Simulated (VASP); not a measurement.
# Si: relaxation of cell and atoms with PBE

Crystal: Si.

```
CELL_PARAMETERS angstrom
0.00000 2.71356 2.71356
2.71356 0.00000 2.71356
2.71356 2.71356 0.00000
ATOMIC_POSITIONS crystal
Si 0.75000 0.75000 0.75000
Si 0.50000 0.50000 0.50000
```

| Item | Value |
| --- | --- |
| Program | VASP 6.6.1 |
| Task | relaxation of cell and atoms |
| Functional | PBE |
| Potentials or basis | VASP PAW PBE potentials, release 64 (Si) |
| Cutoff | 600 eV |
| k mesh | 7 × 7 × 7 |
| Occupations | methfessel-paxton, width 0.02 eV |
| Spin | no spin polarisation |
| Dipole correction | no |
| Further INCAR settings | ALGO = Normal; EDIFF = 1e-07; IBRION = 2; EDIFFG = -0.02; NSW = 60; ISIF = 3 |

* Relaxed volume: 20.45 Å³/atom
* Relaxed cell: a = 3.867 Å, b = 3.867 Å, c = 3.867 Å, α = 60.00°, β = 60.00°, γ = 60.00°
* Space group after relaxing (to 0.1 Å): Fd-3m (No. 227)
* Energy gained by relaxing: 3.1 meV/atom
* Ionic steps: 3
* Pressure after relaxing: 0.0 GPa
* Band gap on the k mesh: 0.61 eV (least direct gap 2.56 eV)

The path:
| step | energy change (eV) | largest force (eV/Å) | pressure (GPa) | volume (Å³) |
| --- | --- | --- | --- | --- |
| 1 | 0.0000 | 0.0000 | 2.17 | 39.96 |
| 2 | -0.0034 | 0.0000 | -1.36 | 41.55 |
| 3 | -0.0062 | 0.0000 | 0.00 | 40.89 |

Final structure:
```yaml
crystal:
  lattice:
    - [0.00000, 2.73451, 2.73451]
    - [2.73451, 0.00000, 2.73451]
    - [2.73451, 2.73451, 0.00000]
  atoms:
    - { symbol: Si, position: [0.75000, 0.75000, 0.75000] }
    - { symbol: Si, position: [0.50000, 0.50000, 0.50000] }
```

Levels at points of the mesh, in eV from the valence-band top:
```
           k point  band 1  band 2  band 3  band 4  band 5  band 6  band 7  band 8
(0.00, 0.00, 0.00)  -11.81    0.00    0.00    0.00    2.56    2.56    2.56    3.13
```

It took 26 s on 1 thread of Intel Xeon 8259CL, on a shared host, peak memory 0.17 GiB.

Caveat: an odd mesh through Γ misses points on the zone boundary, where band edges can lie. Expect the measured gap to be larger: semilocal functionals such as PBE lack the derivative discontinuity.
